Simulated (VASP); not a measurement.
# AlP in VASP: a series of runs

The runs below take AlP through single point, with PBEsol.

All numbers are computed with VASP 6.6.1; they aren't measurements. Logs are shortened: lines on timing, memory, paths and dates and some standing lists are left out, and cuts for length are marked.

**1. The cell of the first run**

The cell holds a slab with vacuum, 20 atoms: a = 5.470 Å, b = 6.700 Å, c = 26.620 Å, α = 90.00°, β = 90.00°, γ = 114.09°.

**2. Single point, PBEsol**

The input, INCAR:

```
SYSTEM = AlP
PREC = Accurate
ENCUT = 520
EDIFF = 1E-6
ISMEAR = 0
SIGMA = 0.05
LREAL = Auto
LASPH = .TRUE.
NELM = 100
ALGO = Normal
ISIF = 2
LWAVE = .FALSE.
LCHARG = .TRUE.
LDIPOL = .TRUE.
IDIPOL = 3
DIPOL = 0.5 0.5 0.500
GGA = PS
LELF = .TRUE.
LVHAR = .TRUE.
LVACPOTAV = .TRUE.
NBANDS = 56
```

The input, KPOINTS:

```
Automatic mesh
0
G
  6 5 1
  0 0 0
```

The input, POSCAR:

```
AlP
1.0
    5.4703454814      0.0000000000      0.0000000000
   -2.7351727407      6.1160321784      0.0000000000
    0.0000000000      0.0000000000     26.6204611390
P Al
10 10
Direct
    0.1000000000      0.7000000000      0.2817381698
    0.8000000000      0.1000000000      0.3276880288
    0.5000000000      0.5000000000      0.3736378878
    0.2000000000      0.9000000000      0.4195877468
    0.9000000000      0.3000000000      0.4655376058
    0.6000000000      0.7000000000      0.5114874647
    0.3000000000      0.1000000000      0.5574373237
    0.0000000000      0.5000000000      0.6033871827
    0.7000000000      0.9000000000      0.6493370417
    0.4000000000      0.3000000000      0.6952869007
    0.7000000000      0.4000000000      0.3047130993
    0.4000000000      0.8000000000      0.3506629583
    0.1000000000      0.2000000000      0.3966128173
    0.8000000000      0.6000000000      0.4425626763
    0.5000000000      0.0000000000      0.4885125353
    0.2000000000      0.4000000000      0.5344623942
    0.9000000000      0.8000000000      0.5804122532
    0.6000000000      0.2000000000      0.6263621122
    0.3000000000      0.6000000000      0.6723119712
    0.0000000000      0.0000000000      0.7182618302
```

Potentials or basis: VASP PAW PBE potentials, release 64 (P, Al).

Command:

```console
cat potpaw_PBE.64/P/POTCAR potpaw_PBE.64/Al/POTCAR > POTCAR
mpirun -np 1 vasp_std > vasp.out
```

OUTCAR:

```text
SYSTEM = AlP
   PREC = Accurate
   ENCUT = 520
   EDIFF = 1E-6
   ISMEAR = 0
   LREAL = Auto
   LASPH = .TRUE.
   NELM = 100
   ISIF = 2
   GGA = PS

 ion  position               nearest neighbor table
   1  0.100  0.700  0.282-  11 2.37  12 2.37
   2  0.800  0.100  0.328-  11 2.37  12 2.37  13 2.37
   3  0.500  0.500  0.374-  12 2.37  13 2.37  14 2.37  11 2.37
   4  0.200  0.900  0.420-  13 2.37  14 2.37  12 2.37  15 2.37
   5  0.900  0.300  0.466-  16 2.37  15 2.37  14 2.37  13 2.37
   6  0.600  0.700  0.511-  14 2.37  15 2.37  16 2.37  17 2.37
   7  0.300  0.100  0.557-  15 2.37  16 2.37  17 2.37  18 2.37
   8  0.000  0.500  0.603-  17 2.37  18 2.37  16 2.37  19 2.37
   9  0.700  0.900  0.649-  19 2.37  18 2.37  17 2.37  20 2.37
  10  0.400  0.300  0.695-  19 2.37  20 2.37  18 2.37
  11  0.700  0.400  0.305-   2 2.37   1 2.37   3 2.37
  12  0.400  0.800  0.351-   3 2.37   2 2.37   1 2.37   4 2.37
  13  0.100  0.200  0.397-   4 2.37   3 2.37   5 2.37   2 2.37
  14  0.800  0.600  0.443-   6 2.37   4 2.37   5 2.37   3 2.37
  15  0.500  0.000  0.489-   7 2.37   6 2.37   5 2.37   4 2.37
  16  0.200  0.400  0.534-   5 2.37   7 2.37   6 2.37   8 2.37
  17  0.900  0.800  0.580-   8 2.37   7 2.37   9 2.37   6 2.37
  18  0.600  0.200  0.626-   8 2.37   9 2.37  10 2.37   7 2.37
  19  0.300  0.600  0.672-  10 2.37   9 2.37   8 2.37
  20  0.000  0.000  0.718-  10 2.37   9 2.37

  LATTYP: Found a base centered orthorhombic cell.
 ALAT       =     5.4703454814
 B/A-ratio  =     2.2360679775
 C/A-ratio  =     4.8663217396

  Lattice vectors:

 A1 = (   2.7351727407,  -6.1160321784,   0.0000000000)
 A2 = (   2.7351727407,   6.1160321784,   0.0000000000)
 A3 = (   0.0000000000,   0.0000000000,  26.6204611390)

Analysis of symmetry for initial positions (statically):
=====================================================================
 Subroutine PRICEL returns:
 Original cell was already a primitive cell.

 Routine SETGRP: Setting up the symmetry group for a
 base centered orthorhombic supercell.

 Subroutine GETGRP returns: Found  1 space group operations
 (whereof  1 operations were pure point group operations)
 out of a pool of  8 trial point group operations.

The static configuration has the point symmetry C_1 .

Analysis of symmetry for dynamics (positions and initial velocities):
=====================================================================
 Subroutine PRICEL returns:
 Original cell was already a primitive cell.

 Routine SETGRP: Setting up the symmetry group for a
 base centered orthorhombic supercell.

 Subroutine GETGRP returns: Found  1 space group operations
 (whereof  1 operations were pure point group operations)
 out of a pool of  8 trial point group operations.

The dynamic configuration has the point symmetry C_1 .

 Subroutine INISYM returns: Found  1 space group operations
 (whereof  1 operations are pure point group operations),
 and found     1 'primitive' translations

----------------------------------------------------------------------------------------

                                     Primitive cell

  volume of cell :     890.6357

  direct lattice vectors                    reciprocal lattice vectors
     5.470345481  0.000000000  0.000000000     0.182803811  0.081752349  0.000000000
    -2.735172741  6.116032178  0.000000000     0.000000000  0.163504699  0.000000000
     0.000000000  0.000000000 26.620461139     0.000000000  0.000000000  0.037565089

  length of vectors
     5.470345481  6.699777573 26.620461139     0.200251541  0.163504699  0.037565089

  position of ions in fractional coordinates (direct lattice)
     0.100000000  0.700000000  0.281738170
     0.800000000  0.100000000  0.327688029
     0.500000000  0.500000000  0.373637888
     0.200000000  0.900000000  0.419587747
     0.900000000  0.300000000  0.465537606
     0.600000000  0.700000000  0.511487465
[... 12 lines left out ...]
     0.300000000  0.600000000  0.672311971
     0.000000000  0.000000000  0.718261830

  ion indices of the primitive-cell ions
   primitive index   ion index
                 1           1
                 2           2
                 3           3
                 4           4
                 5           5
                 6           6
[... 12 lines left out ...]
                19          19
                20          20

----------------------------------------------------------------------------------------

 KPOINTS: Automatic mesh

Automatic generation of k-mesh.
 Grid dimensions read from file:
 generate k-points for:    6    5    1

 Generating k-lattice:

  Cartesian coordinates                     Fractional coordinates (reciprocal lattice)
     0.030467302  0.013625392  0.000000000     0.166666667  0.000000000  0.000000000
     0.000000000  0.032700940  0.000000000     0.000000000  0.200000000  0.000000000
     0.000000000  0.000000000  0.037565089     0.000000000  0.000000000  1.000000000

  Length of vectors
     0.033375257  0.032700940  0.037565089

  Shift w.r.t. Gamma in fractional coordinates (k-lattice)
     0.000000000  0.000000000  0.000000000

 -----------------------------------------------------------------------------
|                                                                             |
|           W    W    AA    RRRRR   N    N  II  N    N   GGGG   !!!           |
|           W    W   A  A   R    R  NN   N  II  NN   N  G    G  !!!           |
|           W    W  A    A  R    R  N N  N  II  N N  N  G       !!!           |
|           W WW W  AAAAAA  RRRRR   N  N N  II  N  N N  G  GGG   !            |
|           WW  WW  A    A  R   R   N   NN  II  N   NN  G    G                |
|           W    W  A    A  R    R  N    N  II  N    N   GGGG   !!!           |
|                                                                             |
|     Your reciprocal lattice and k-lattice belong to different lattice       |
|     classes:                                                                |
|                                                                             |
|        The reciprocal lattice is base centered orthorhombic,                |
|        whereas your k-lattice is simple monoclinic.                         |
|                                                                             |
|     Results are often still useful ...                                      |
|                                                                             |
 -----------------------------------------------------------------------------

 WARNING: IBZKPT: internal override: KBLOWUP is changed to .FALSE.
      ... skipping the blow-up phase ...

 Subroutine IBZKPT returns following result:
 ===========================================

 Found     16 irreducible k-points:

 Following reciprocal coordinates:
            Coordinates               Weight
  0.000000  0.000000  0.000000      1.000000
  0.166667 -0.000000  0.000000      2.000000
  0.333333  0.000000  0.000000      2.000000
  0.500000  0.000000  0.000000      1.000000
  0.000000  0.200000  0.000000      2.000000
  0.166667  0.200000  0.000000      2.000000
[... 8 lines left out ...]
 -0.333333  0.400000  0.000000      2.000000
 -0.166667  0.400000  0.000000      2.000000
   k-points           NKPTS =     16   k-points in BZ     NKDIM =     16   number of bands    NBANDS=     56
   number of dos      NEDOS =    301   number of ions     NIONS =     20
   total plane-waves  NPLWV = 420000
   dimension x,y,z NGX =    42 NGY =   50 NGZ =  200
   dimension x,y,z NGXF=    84 NGYF=  100 NGZF=  400
   ions per type =              10  10
   NGX,Y,Z   is equivalent  to a cutoff of  12.76, 12.41, 12.49 a.u.
   NGXF,Y,Z  is equivalent  to a cutoff of  25.53, 24.81, 24.98 a.u.
 SYSTEM =  AlP
   PREC   = accura    normal or accurate (medium, high low for compatibility)
   ISTART =      0    job   : 0-new  1-cont  2-samecut
   ICHARG =      2    charge: 1-file 2-atom 10-const
   ISPIN  =      1    spin polarized calculation?
   LNONCOLLINEAR =      F non collinear calculations
   LSORBIT =      F    spin-orbit coupling
   LASPH  =      T    aspherical Exc in radial PAW
   ENCUT  =  520.0 eV  38.22 Ry    6.18 a.u.  10.17 12.46 49.50*2*pi/ulx,y,z
   NELM   =    100;   NELMIN=  2; NELMDL= -5     # of ELM steps
   EDIFF  = 0.1E-05   stopping-criterion for ELM
   LREAL  =      T    real-space projection
   EDIFFG = 0.1E-04   stopping-criterion for IOM
   NSW    =      0    number of steps for IOM
   IBRION =     -1    ionic relax: 0-MD 1-quasi-New 2-CG
   NFREE  =      0    steps in history (QN), initial steepest desc. (CG)
   ISIF   =      2    stress and relaxation
   ISYM   =      2    0-nonsym 1-usesym 2-fastsym
   POTIM  = 0.5000    time-step for ionic-motion
   TEBEG  =    0.0;   TEEND  =   0.0 temperature during run
   PSTRESS=    0.0 pullay stress
   NELECT =      80.0000    total number of electrons
   NUPDOWN=      -1.0000    fix difference up-down
   EMIN   =  10.00;   EMAX   =-10.00  energy-range for DOS
   EFERMI =   0.00;   METHOD = LEGACY
   ISMEAR =     0;   SIGMA  =   0.05  broadening in eV -4-tet -1-fermi 0-gaus
   EFERMI_NEDOS =   21; number of points for ismear=-14 and -15
   IALGO  =     38    algorithm
   IMIX   =      4    mixing-type and parameters
     AMIX     =   0.40;   BMIX     =  1.00
     AMIX_MAG =   1.60;   BMIX_MAG =  1.00
  volume/ion in A,a.u.               =      44.53       300.52
  Fermi-wavevector in a.u.,A,eV,Ry     =   0.733170  1.385491  7.313656  0.537539
  Thomas-Fermi vector in A             =   1.825813
   LORBIT       =      0    0 simple, 1 ext, 2 COOP (PROOUT), +10 PAW based schemes
   GGA     = PS    functional components
   LHFCALC =     F    Hartree Fock is set to
   AEXX    =    0.0000 exact exchange contribution
   IVDW    =     0    specifies the selected vdW correction
   LEPSILON=     F    determine dielectric tensor
   LRPA    =     F    only Hartree local field effects (RPA)
 non-spin polarized calculation
 Gauss-broadening in eV      SIGMA  =   0.05
  energy-cutoff  :      520.00
  volume of cell :      890.64
 maximum number of plane-waves:     24033
 NGX is ok and might be reduce to    42
   NGX = 21   NGY = 25   NGZ = 99

 dipolmoment           0.000000      0.000000      0.163659 electrons x Angstroem

 number of electron      80.0000003 magnetization

 dipolmoment           0.000000      0.000000     -0.122471 electrons x Angstroem

 Free energy of the ion-electron system (eV)
  ---------------------------------------------------
  ext. energy  EPLUGINS =         0.00000000
  ---------------------------------------------------
  free energy    TOTEN  =      -101.26581487 eV

  energy without entropy =     -101.24909864  energy(sigma->0) =     -101.25745676

 E-fermi :  -0.2655     XC(G=0):  -4.9835

 val. band max:       -0.2886841833   @ k =   0.0000   0.4000   0.0000
 cond. band min:      -0.2562537111   @ k =   0.1667   0.4000   0.0000
 fundamental gap:      0.0324304722
 Fermi energy:        -0.2655289642

 k-point     1 :       0.0000    0.0000    0.0000
  band No.  band energies     occupation
      1     -12.3090      2.00000
      2     -11.7855      2.00000
      3     -11.0983      2.00000
      4     -10.4727      2.00000
      5     -10.2902      2.00000
      6     -10.2702      2.00000
[... 44 lines left out ...]
     51       3.0669      0.00000
     52       3.0916      0.00000
[... 823 lines left out ...]
     51       2.7653      0.00000
     52       2.8051      0.00000
 [bands above 52 left out]

------------------------ aborting loop because EDIFF is reached ----------------------------------------

  FORCE on cell =-STRESS in cart. coord.  units (eV):
  Direction    XX          YY          ZZ          XY          YZ          ZX
  --------------------------------------------------------------------------------------
  -------------------------------------------------------------------------------------
  Total       -5.3173487     -5.2557193     -1.4334761      0.3430279     -0.6250640      0.6491940
  in kB       -9.5654549     -9.4545890     -2.5787008      0.6170779     -1.1244367      1.1678445
  external PRESSURE =      -7.1995816 kB  Pullay stress =       0.0000000 kB

 VOLUME and BASIS-vectors are now :
 -----------------------------------------------------------------------------
  energy-cutoff  :      520.00
  volume of cell :      890.64
      direct lattice vectors                 reciprocal lattice vectors
     5.470345481  0.000000000  0.000000000     0.182803811  0.081752349  0.000000000
    -2.735172741  6.116032178  0.000000000     0.000000000  0.163504699  0.000000000
     0.000000000  0.000000000 26.620461139     0.000000000  0.000000000  0.037565089

 POSITION                                       TOTAL-FORCE (eV/Angst)
 -----------------------------------------------------------------------------------
     -1.36759      4.28122      7.50000        -0.660754     -0.032534     -0.253358
      4.10276      0.61160      8.72321        -0.013336     -0.472741     -0.475292
      1.36759      3.05802      9.94641        -0.311998     -0.269410     -0.210591
     -1.36759      5.50443     11.16962        -0.083017     -0.020394      0.221037
      4.10276      1.83481     12.39283        -0.032907      0.033932      0.235665
      1.36759      4.28122     13.61603        -0.110901      0.002323      0.079062
[... 12 lines left out ...]
     -0.00000      3.66962     17.89725         0.403241     -0.587674     -0.473402
      0.00000      0.00000     19.12046         0.910774     -0.044466     -0.604559
 -----------------------------------------------------------------------------------
    total drift:                                0.002187     -0.000121     -0.003350

  FREE ENERGIE OF THE ION-ELECTRON SYSTEM (eV)
  ---------------------------------------------------
  free  energy   TOTEN  =      -101.2658148709 eV

  energy  without entropy=     -101.2490986415  energy(sigma->0) =     -101.25745676

 vacuum level on the upper side and lower side of the slab         4.318         4.980
```

It took 34 min on 1 thread of Intel Xeon Platinum 8488C (Sapphire Rapids), shared host; peak memory 1.1 GiB.

What came out:

| Quantity | Value |
| --- | --- |
| Free energy | -101.2658 eV |
| Largest force | 1.969 eV/Å |
| Band gap on the k mesh | zero (band 40 reaches -0.24 eV, above the bottom of band 41 at -0.29 eV) |

Forces on the atoms (eV/Å):
```
P   -0.661 -0.033 -0.253
P   -0.013 -0.473 -0.475
P   -0.312 -0.269 -0.211
P   -0.083 -0.020  0.221
P   -0.033  0.034  0.236
P   -0.111  0.002  0.079
P    0.004 -0.023  0.031
P   -0.278  0.195  0.314
P   -0.533  0.056  0.374
P   -0.318  0.369  0.528
Al   1.410  0.707  1.179
Al  -0.284 -0.010 -0.260
Al  -0.163  0.034 -0.228
Al   0.288  0.062 -0.100
Al  -0.104  0.005 -0.128
Al   0.114 -0.051 -0.100
Al   0.177 -0.100 -0.216
Al  -0.414  0.147  0.088
Al   0.403 -0.588 -0.473
Al   0.911 -0.044 -0.605
```

Levels at points of the mesh, in eV from the Fermi level:
```csv
k point,band 37,band 38,band 39,band 40,band 41,band 42,band 43,band 44
"(0.00, 0.00, 0.00)",-0.87,-0.70,-0.49,-0.03,0.11,0.28,1.01,1.53
"(0.50, 0.00, 0.00)",-0.80,-0.70,-0.56,-0.15,0.05,0.48,1.05,2.03
```

Caveat: the PAW data sets were made with another functional, which shifts forces and pressure a little.

(Part 1 of 2 ends here.)
